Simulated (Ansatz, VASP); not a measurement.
One calculation of MnS, two programs

Contents of INCAR:

```
SYSTEM = MnS
PREC = Accurate ; ENCUT = 680
EDIFF = 1E-6 ; ISMEAR = 0
SIGMA = 0.05 ; LREAL = .False.
LASPH = .True. ; NELM = 200
ALGO = Normal ; ISIF = 2
LWAVE = .False. ; LCHARG = .False.
ISPIN = 2 ; MAGMOM = 4.47 4.47 0.13 0.13
LORBIT = 11 ; LMAXMIX = 4
LDAU = .True. ; LDAUTYPE = 1
LDAUL = 2 -1 ; LDAUU = 4 0
LDAUJ = 0.9 0 ; LDAUPRINT = 1
GGA = PS ; NBANDS = 33
GGA_COMPAT = .False.
```

Contents of KPOINTS:

```
regular mesh
0
Gamma
  6 6 6
  0 0 0
```

Contents of POSCAR:

```
MnS
1.0
    0.0000000000      2.6122498900      2.6122498900
    5.2244997800      2.6122498900      2.6122498900
    5.2244997800      5.2244997800      0.0000000000
Mn S
2 2
Direct
    0.0000000000      0.0000000000      0.0000000000
    0.0000000000      0.0000000000      0.5000000000
    0.5000000000      0.5000000000      0.0000000000
    0.5000000000      0.5000000000      0.5000000000
```

Input for Ansatz:

```yaml
crystal:
  lattice:
    - [0.0, 2.61224989, 2.61224989]
    - [5.22449978, 2.61224989, 2.61224989]
    - [5.22449978, 5.22449978, 0.0]
  atoms:
    - { symbol: Mn, position: [0.0, 0.0, 0.0], spin: 2.5 }
    - { symbol: S, position: [0.5, 0.5, 0.0] }
    - { symbol: Mn, position: [0.0, 0.0, 0.5], spin: 2.5 }
    - { symbol: S, position: [0.5, 0.5, 0.5] }
basis:
  ecutwfc: 420
  ecutrho_ratio: 4
kpoints:
  mp_grid: { grid: [6, 6, 6] }
hamiltonian:
  xc: pbesol
  hubbard:
    sites:
      - { site: 0, l: d, u: 4.0, j: 0.9 }
      - { site: 2, l: d, u: 4.0, j: 0.9 }
scf:
  occupations: { method: gaussian, width: 0.05 }
  lower_state_search: "off"
  max_iter: 150
output:
  forces: true
  stress: true
  eigenvalues: true
  populations: true
  hubbard: { sites: [{ site: 0, l: d }, { site: 2, l: d }] }
magnetization:
  spin_polarized: true
  initial_magnetization: 5.0
  spin_locking: { lock_magnetization: soft, n_iters: 12 }
```

Alike in both runs: task single point; functional PBEsol; k mesh 6 × 6 × 6; occupations gaussian, width 0.05 eV; collinear spin; Hubbard terms Mn d U = 4.0 eV, J = 0.9 eV.

|  | VASP | Ansatz |
| --- | --- | --- |
| version | VASP 6.6.1 | Ansatz 0.2.0 |
| potentials or method | VASP PAW PBE potentials, release 64 (Mn_sv, S), cutoff 680 eV | scalar-relativistic, plane waves, PAW |
| valence electrons in the cell | 42 | 42 |

|  | VASP | Ansatz | Ansatz less VASP |
| --- | --- | --- | --- |
| gap on the k mesh at the Fermi level (eV) | 0.07 | 0.48 | +0.411 |
| least direct gap on the mesh (eV) | 1.45 | 1.84 | +0.386 |
| pressure (GPa) | -1.5 | -0.6 | +0.99 |
| net moment per atom (μB) | 2.50 | 2.50 | +0.002 |
| size of the moment on the site where the two differ most (μB) | 4.38 | 4.47 | +0.087 |

VASP's potentials were made for PBE, not for PBEsol. Site moments also hang on the region over which each program counts them. The programs project onto different local orbitals, so the same U acts differently, and such runs can settle in different states. Ansatz's warnings: stress scf threshold loose.
